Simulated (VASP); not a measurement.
# Al2O3 (R-3c) in VASP: further runs

Runs on Al2O3. Level: PBEsol. Tasks: single point.

Everything below comes from runs of VASP 6.6.1. Logs are shortened: lines on timing, memory, paths and dates and some standing lists are left out, and cuts for length are marked.

## Step 1: The cell of the first run

It takes space group R-3c (No. 167, trigonal). Conventional cell: a = 4.689 Å, b = 4.689 Å, c = 13.485 Å, α = 90.00°, β = 90.00°, γ = 120.00°. Al (site symmetry 3) has 6 O at 1.85 to 1.99 Å within 2.5 Å. Within 2.5 Å of O (site symmetry 2) lie 4 Al at 1.85 to 1.99 Å and 2 O at 2.48 Å.

## Step 2: Single point, PBEsol (volume 8.559 Å^3 an atom, c/a of the conventional cell 2.8759)

File INCAR:

```
SYSTEM = Al2O3
PREC = Accurate
ENCUT = 520
EDIFF = 1E-7
ISMEAR = 0
SIGMA = 0.05
LREAL = .False.
LASPH = .True.
NELM = 60
ALGO = Normal
ISIF = 2
LWAVE = .False.
LCHARG = .False.
GGA = PS
NBANDS = 35
```

File KPOINTS:

```
regular mesh
0
Gamma
  6 6 6
  0 0 0
```

File POSCAR:

```
Al2O3
1.0
    2.3445095314      1.3536032091      4.4950499742
   -2.3445095314      1.3536032091      4.4950499742
    0.0000000000     -2.7072064181      4.4950499742
Al O
4 6
Direct
    0.8520350473      0.8520350473      0.8520350473
    0.6479649527      0.6479649527      0.6479649527
    0.1479649527      0.1479649527      0.1479649527
    0.3520350473      0.3520350473      0.3520350473
    0.0558571577      0.4441428423      0.7500000000
    0.7500000000      0.0558571577      0.4441428423
    0.4441428423      0.7500000000      0.0558571577
    0.9441428423      0.5558571577      0.2500000000
    0.2500000000      0.9441428423      0.5558571577
    0.5558571577      0.2500000000      0.9441428423
```

Potentials or basis: VASP PAW PBE potentials, release 64 (Al, O).

The run is started by

```bash
$ cat potpaw_PBE.64/Al/POTCAR potpaw_PBE.64/O/POTCAR > POTCAR
$ mpirun -np 1 vasp_std > vasp.out
```

OUTCAR:

```text
SYSTEM = Al2O3
   PREC = Accurate
   ENCUT = 520
   EDIFF = 1E-7
   ISMEAR = 0
   LREAL = .False.
   LASPH = .True.
   NELM = 60
   ISIF = 2
   GGA = PS

 ion  position               nearest neighbor table
   1  0.852  0.852  0.852-   8 1.85  10 1.85   9 1.85   6 1.99   5 1.99   7 1.99   2 2.75   3 2.75
                             3 2.75   3 2.75   2 3.22   2 3.22   2 3.22
   2  0.648  0.648  0.648-   8 1.85   9 1.85  10 1.85   7 1.99   5 1.99   6 1.99   1 2.75   4 2.75
                             4 2.75   4 2.75   1 3.22   1 3.22   1 3.22
   3  0.148  0.148  0.148-   5 1.85   7 1.85   6 1.85   9 1.99   8 1.99  10 1.99   4 2.75   1 2.75
                             1 2.75   1 2.75   4 3.22   4 3.22   4 3.22
   4  0.352  0.352  0.352-   5 1.85   6 1.85   7 1.85  10 1.99   8 1.99   9 1.99   3 2.75   2 2.75
                             2 2.75   2 2.75   3 3.22   3 3.22   3 3.22
   5  0.056  0.444  0.750-   3 1.85   4 1.85   1 1.99   2 1.99
   6  0.750  0.056  0.444-   4 1.85   3 1.85   1 1.99   2 1.99
   7  0.444  0.750  0.056-   3 1.85   4 1.85   2 1.99   1 1.99
   8  0.944  0.556  0.250-   1 1.85   2 1.85   3 1.99   4 1.99
   9  0.250  0.944  0.556-   2 1.85   1 1.85   3 1.99   4 1.99
  10  0.556  0.250  0.944-   1 1.85   2 1.85   4 1.99   3 1.99

  LATTYP: Found a trigonal (rhomboedric) cell.
 ALAT       =     5.2473270206
 COS(alpha) =     0.6007382194

  Lattice vectors:

 A1 = (   2.3445095314,   1.3536032091,   4.4950499742)
 A2 = (  -2.3445095314,   1.3536032091,   4.4950499742)
 A3 = (   0.0000000000,  -2.7072064181,   4.4950499742)

Analysis of symmetry for initial positions (statically):
=====================================================================
 Subroutine PRICEL returns:
 Original cell was already a primitive cell.

 Routine SETGRP: Setting up the symmetry group for a
 trigonal (rhombohedral) supercell.

 Subroutine GETGRP returns: Found 12 space group operations
 (whereof  6 operations were pure point group operations)
 out of a pool of 12 trial point group operations.

The static configuration has the point symmetry S_6 .
 The point group associated with its full space group is D_3d.

Analysis of symmetry for dynamics (positions and initial velocities):
=====================================================================
 Subroutine PRICEL returns:
 Original cell was already a primitive cell.

 Routine SETGRP: Setting up the symmetry group for a
 trigonal (rhombohedral) supercell.

 Subroutine GETGRP returns: Found 12 space group operations
 (whereof  6 operations were pure point group operations)
 out of a pool of 12 trial point group operations.

[... 123 lines left out ...]
   ISIF   =      2    stress and relaxation
   ISYM   =      2    0-nonsym 1-usesym 2-fastsym
   POTIM  = 0.5000    time-step for ionic-motion
   TEBEG  =    0.0;   TEEND  =   0.0 temperature during run
   PSTRESS=    0.0 pullay stress
   NELECT =      48.0000    total number of electrons
   NUPDOWN=      -1.0000    fix difference up-down
   EMIN   =  10.00;   EMAX   =-10.00  energy-range for DOS
   EFERMI =   0.00;   METHOD = LEGACY
   ISMEAR =     0;   SIGMA  =   0.05  broadening in eV -4-tet -1-fermi 0-gaus
   EFERMI_NEDOS =   21; number of points for ismear=-14 and -15
   IALGO  =     38    algorithm
   IMIX   =      4    mixing-type and parameters
     AMIX     =   0.40;   BMIX     =  1.00
     AMIX_MAG =   1.60;   BMIX_MAG =  1.00
  volume/ion in A,a.u.               =       8.56        57.76
  Fermi-wavevector in a.u.,A,eV,Ry     =   1.350037  2.551199 24.797961  1.822599
  Thomas-Fermi vector in A             =   2.477574
   LORBIT       =      0    0 simple, 1 ext, 2 COOP (PROOUT), +10 PAW based schemes
   GGA     = PS    functional components
   LHFCALC =     F    Hartree Fock is set to
   AEXX    =    0.0000 exact exchange contribution
   IVDW    =     0    specifies the selected vdW correction
   LEPSILON=     F    determine dielectric tensor
   LRPA    =     F    only Hartree local field effects (RPA)
 non-spin polarized calculation
 Gauss-broadening in eV      SIGMA  =   0.05
  energy-cutoff  :      520.00
  volume of cell :       85.59
 maximum number of plane-waves:      2324
   NGX = 19   NGY = 19   NGZ = 19

 number of electron      47.9999997 magnetization

 Free energy of the ion-electron system (eV)
  ---------------------------------------------------
  ext. energy  EPLUGINS =         0.00000000
  ---------------------------------------------------
  free energy    TOTEN  =       -78.45536648 eV

  energy without entropy =      -78.45536648  energy(sigma->0) =      -78.45536648

 E-fermi :   6.4084     XC(G=0): -11.9041

 val. band max:        6.0967774342   @ k =   0.0000   0.0000   0.0000
 cond. band min:      11.9887439522   @ k =   0.0000   0.0000   0.0000
 fundamental gap:      5.8919665180
 Fermi energy:         6.4083546328

 k-point     1 :       0.0000    0.0000    0.0000
  band No.  band energies     occupation
      1     -13.2089      2.00000
      2     -11.0741      2.00000
      3     -10.4975      2.00000
      4     -10.4975      2.00000
      5     -10.2123      2.00000
      6     -10.2123      2.00000
[... 901 lines left out ...]
     34      19.0851      0.00000
     35      19.3440      0.00000

 [... further k-points ...]
[... 5 lines left out ...]
  --------------------------------------------------------------------------------------
  -------------------------------------------------------------------------------------
  Total        4.4516078      4.4516078     -7.3359287      0.0000000     -0.0000000      0.0000000
  in kB       83.3294140     83.3294140   -137.3208662      0.0000000     -0.0000000      0.0000000
  external PRESSURE =       9.7793206 kB  Pullay stress =       0.0000000 kB

 VOLUME and BASIS-vectors are now :
 -----------------------------------------------------------------------------
  energy-cutoff  :      520.00
  volume of cell :       85.59
      direct lattice vectors                 reciprocal lattice vectors
     2.344509531  1.353603209  4.495049974     0.213264221  0.123128156  0.074155646
    -2.344509531  1.353603209  4.495049974    -0.213264221  0.123128156  0.074155646
     0.000000000 -2.707206418  4.495049974     0.000000000 -0.246256311  0.074155646

 POSITION                                       TOTAL-FORCE (eV/Angst)
 -----------------------------------------------------------------------------------
      0.00000      0.00000     11.48982        -0.000000     -0.000000     -0.313049
      0.00000      0.00000      8.73790        -0.000000      0.000000      0.313049
      0.00000      0.00000      1.99533        -0.000000      0.000000      0.313049
      0.00000      0.00000      4.74725        -0.000000     -0.000000     -0.313049
     -0.91034     -1.35360      5.61881         0.113154     -0.000000     -0.000000
      1.62742     -0.11158      5.61881        -0.056577      0.097995      0.000000
     -0.71709      1.46518      5.61881        -0.056577     -0.097995      0.000000
      0.91034      1.35360      7.86634        -0.113154     -0.000000     -0.000000
     -1.62742      0.11158      7.86634         0.056577     -0.097995      0.000000
      0.71709     -1.46518      7.86634         0.056577      0.097995      0.000000
 -----------------------------------------------------------------------------------
    total drift:                               -0.000000      0.000000      0.000000

  FREE ENERGIE OF THE ION-ELECTRON SYSTEM (eV)
  ---------------------------------------------------
  free  energy   TOTEN  =       -78.4553664767 eV

  energy  without entropy=      -78.4553664767  energy(sigma->0) =      -78.45536648
```

OSZICAR:

```text
N       E                     dE             d eps       ncg     rms          rms(c)
DAV:   1     0.224310095708E+03    0.22431E+03   -0.25379E+04  2240   0.131E+03
DAV:   2    -0.728232446696E+02   -0.29713E+03   -0.28754E+03  2861   0.286E+02
DAV:   3    -0.856269396601E+02   -0.12804E+02   -0.12759E+02  2872   0.604E+01
DAV:   4    -0.857246838889E+02   -0.97744E-01   -0.97688E-01  2784   0.610E+00
DAV:   5    -0.857258612341E+02   -0.11773E-02   -0.11772E-02  2855   0.667E-01    0.165E+01
DAV:   6    -0.785200890348E+02    0.72058E+01   -0.24869E+01  2716   0.264E+01    0.600E+00
DAV:   7    -0.784846142800E+02    0.35475E-01   -0.74571E-01  2701   0.422E+00    0.323E+00
DAV:   8    -0.784560753052E+02    0.28539E-01   -0.72409E-02  2754   0.209E+00    0.642E-01
DAV:   9    -0.784551163532E+02    0.95895E-03   -0.16962E-02  2920   0.671E-01    0.322E-01
DAV:  10    -0.784553967939E+02   -0.28044E-03   -0.52108E-04  2562   0.135E-01    0.528E-02
DAV:  11    -0.784553661552E+02    0.30639E-04   -0.20911E-04  2840   0.807E-02    0.209E-02
DAV:  12    -0.784553673105E+02   -0.11554E-05   -0.95871E-06  2714   0.184E-02    0.579E-03
DAV:  13    -0.784553665743E+02    0.73628E-06   -0.30089E-06  2808   0.945E-03    0.848E-04
DAV:  14    -0.784553664767E+02    0.97592E-07   -0.94052E-08  1776   0.195E-03
   1 F= -.78455366E+02 E0= -.78455366E+02  d E =-.356956E-20
```

stdout:

```text
POSCAR found type information on POSCAR AlO
 POSCAR found :  2 types and      10 ions
 scaLAPACK will be used
 -----------------------------------------------------------------------------
|                                                                             |
|                                                                             |
|     You enforced a specific xc type in the INCAR file but a different       |
|     I HOPE YOU KNOW WHAT YOU ARE DOING!                                     |
|                                                                             |
 -----------------------------------------------------------------------------

 LDA part: xc-table for (Slater+PW92), standard interpolation
 POSCAR, INCAR and KPOINTS ok, starting setup
 FFT: planning ... GRIDC
 FFT: planning ... GRID_SOFT
 FFT: planning ... GRID
 WAVECAR not read
 entering main loop
```

Run time: 58 s. Hardware: 1 thread of Intel Xeon 6975P-C (Granite Rapids), shared host; peak memory 0.26 GiB.

What came out:

| Quantity | Value |
| --- | --- |
| Free energy | -78.4554 eV |
| Pressure | 1.0 GPa |
| Largest force | 0.313 eV/Å |
| Band gap on the k mesh | 5.89 eV, direct |

Forces on the atoms (eV/Å):
```
Al   0.000  0.000 -0.313
Al   0.000  0.000  0.313
Al   0.000  0.000  0.313
Al   0.000  0.000 -0.313
O    0.113  0.000  0.000
O   -0.057  0.098  0.000
O   -0.057 -0.098  0.000
O   -0.113  0.000  0.000
O    0.057 -0.098  0.000
O    0.057  0.098  0.000
```

Levels at points of the mesh, in eV from the valence-band top:
```csv
k point,band 22,band 23,band 24,band 25,band 26,band 27
"(0.00, 0.00, 0.00)",-0.49,0.00,0.00,5.89,9.22,10.27
"(0.50, 0.00, 0.00)",-1.04,-0.48,-0.48,8.96,8.96,9.24
"(0.50, 0.50, 0.00)",-1.05,-0.93,-0.44,9.12,9.63,9.74
"(0.50, 0.50, 0.50)",-0.31,-0.31,-0.31,8.55,8.55,10.64
```

Caveat: the PAW data sets were made with another functional, which shifts forces and pressure a little.

## Step 3: Single point, PBEsol (volume 9.016 Å^3 an atom, c/a of the conventional cell 2.5162)

File INCAR:

```
SYSTEM = Al2O3
ALGO = Normal
EDIFF = 1E-6
ENCUT = 520
GGA = PS
ISIF = 2
ISMEAR = 0
LASPH = .TRUE.
LCHARG = .FALSE.
LREAL = .FALSE.
LWAVE = .FALSE.
NBANDS = 35
NELM = 100
PREC = Accurate
SIGMA = 0.05
```

File KPOINTS:

```
k-points
0
G
  6 6 6
  0 0 0
```

Edit POSCAR of step 2 so:

```diff
@@ -2,5 +2,5 @@
 1.0
-    2.3445095314      1.3536032091      4.4950499742
-   -2.3445095314      1.3536032091      4.4950499742
-    0.0000000000     -2.7072064181      4.4950499742
+    2.4941532063      1.4400000251      4.1838588652
+   -2.4941532063      1.4400000251      4.1838588652
+    0.0000000000     -2.8800000502      4.1838588652
 Al O
```

Potentials or basis: VASP PAW PBE potentials, release 64 (Al, O).

The run is started by

```bash
$ cat potpaw_PBE.64/Al/POTCAR potpaw_PBE.64/O/POTCAR > POTCAR
$ mpirun -np 1 vasp_std > vasp.out
```

Wall time 57 s (1 thread of Intel Xeon 6975P-C (Granite Rapids), shared host); peak memory 0.26 GiB.

Results (log left out):

| Item | Value |
| --- | --- |
| Free energy | -78.0430 eV |
| Pressure | -11.7 GPa |
| Largest force | 0.604 eV/Å |
| Band gap on the k mesh | 4.74 eV, direct |

Forces in eV/Å, atoms in the order of the input:
```
Al   0.000  0.000  0.604
Al   0.000  0.000 -0.604
Al   0.000  0.000 -0.604
Al   0.000  0.000  0.604
O   -0.230  0.000  0.000
O    0.115 -0.199  0.000
O    0.115  0.199  0.000
O    0.230  0.000  0.000
O   -0.115  0.199  0.000
O   -0.115 -0.199  0.000
```

Stress tensor (GPa, compression positive):
```
-21.59   0.00   0.00
  0.00 -21.59   0.00
  0.00   0.00   7.99
```

Levels at points of the mesh, in eV from the valence-band top:
| k point | band 20 | band 21 | band 22 | band 23 | band 24 | band 25 | band 26 | band 27 | band 28 | band 29 |
| --- | --- | --- | --- | --- | --- | --- | --- | --- | --- | --- |
| (0.00, 0.00, 0.00) | -0.81 | -0.81 | -0.68 | -0.68 | 0.00 | 4.74 | 7.52 | 9.69 | 9.73 | 11.23 |
| (0.50, 0.00, 0.00) | -1.58 | -1.15 | -1.15 | -0.51 | -0.51 | 7.96 | 7.96 | 8.58 | 8.58 | 10.38 |
| (0.50, 0.50, 0.00) | -1.42 | -1.42 | -1.38 | -0.88 | -0.47 | 8.02 | 8.36 | 8.51 | 9.19 | 9.64 |
| (0.50, 0.50, 0.50) | -2.17 | -1.01 | -1.01 | -1.01 | -1.01 | 7.16 | 7.16 | 10.06 | 10.06 | 10.64 |

Caveat: the PAW data sets were made with another functional, which shifts forces and pressure a little.
